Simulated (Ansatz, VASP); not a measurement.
**Two plane-wave programs on In3As**

The input POSCAR:

```
In3As
1.0
    4.6716810000      0.0000000000      0.0000000000
    0.0000000000      4.6716810000      0.0000000000
    0.0000000000      0.0000000000      4.6716810000
In As
3 1
Direct
    0.0000000000      0.5000000000      0.5000000000
    0.5000000000      0.0000000000      0.5000000000
    0.5000000000      0.5000000000      0.0000000000
    0.0000000000      0.0000000000      0.0000000000
```

Contents of INCAR.step1:

```
SYSTEM = In3As
ALGO = Normal
EDIFF = 1E-4
ENCUT = 600
GGA = PE
ISMEAR = -1
LASPH = .TRUE.
LCHARG = .FALSE.
LREAL = .FALSE.
LWAVE = .TRUE.
NELM = 80
PREC = Accurate
SIGMA = 0.01
```

INCAR.step2

```
SYSTEM = In3As
ALGO = Normal
EDIFF = 1E-7
EDIFFG = -0.01
ENCUT = 600
IBRION = 2
ISIF = 3
ISMEAR = -1
ISTART = 1
IVDW = 13
LASPH = .TRUE.
LCHARG = .FALSE.
LMIXTAU = .TRUE.
LREAL = .FALSE.
LWAVE = .FALSE.
METAGGA = R2SCAN
NELM = 80
NSW = 80
PREC = Accurate
SIGMA = 0.01
VDW_A1 = 0.51559235
VDW_A2 = 5.77342911
VDW_S6 = 1.0
VDW_S8 = 0.6018749
```

Contents of KPOINTS:

```
k-points
0
G
  4 4 4
  0 0 0
```

Input for Ansatz:

```yaml
crystal:
  lattice:
    - [4.671681, 0.0, 0.0]
    - [0.0, 4.671681, 0.0]
    - [0.0, 0.0, 4.671681]
  atoms:
    - { symbol: In, position: [0.0, 0.5, 0.5] }
    - { symbol: In, position: [0.5, 0.0, 0.5] }
    - { symbol: In, position: [0.5, 0.5, 0.0] }
    - { symbol: As, position: [0.0, 0.0, 0.0] }
basis:
  ecutwfc: 550.0
kpoints:
  mp_grid:
    grid: [4, 4, 4]
hamiltonian:
  xc: r2scan
  dispersion: d4
scf:
  convergence:
    dr2_threshold: 1.0e-09
  occupations:
    method: fermi_dirac
    width: 0.01
relax:
  max_steps: 60
  cell: {}
```

Alike in both runs: task relaxation of cell and atoms; functional r2SCAN; dispersion D4; k mesh 4 × 4 × 4; occupations fermi-dirac, width 0.01 eV; no spin polarisation.

|  | VASP | Ansatz |
| --- | --- | --- |
| version | VASP 6.6.1 | Ansatz 0.2.0 |
| potentials or method | VASP PAW PBE potentials, release 64 (In_d, As), cutoff 600 eV | plane waves, PAW |
| valence electrons in the cell | 44 | 54 |

Ansatz gave:

| Item | Value |
| --- | --- |
| relaxed volume (Å³/atom) | 24.26 |
| relaxed length of the cell vector where the two differ most in proportion (Å) | 4.595 |

Q: Which values does VASP return?

A: Relaxed volume (Å³/atom): 24.32; relaxed length of the cell vector where the two differ most in proportion (Å): 4.599.

VASP's potentials were made for PBE, not for r2SCAN. VASP's potentials hold 44 valence electrons a cell and Ansatz's 54, so a difference there can come from the potentials and not from the codes. Ansatz's warnings: stress scf threshold loose.
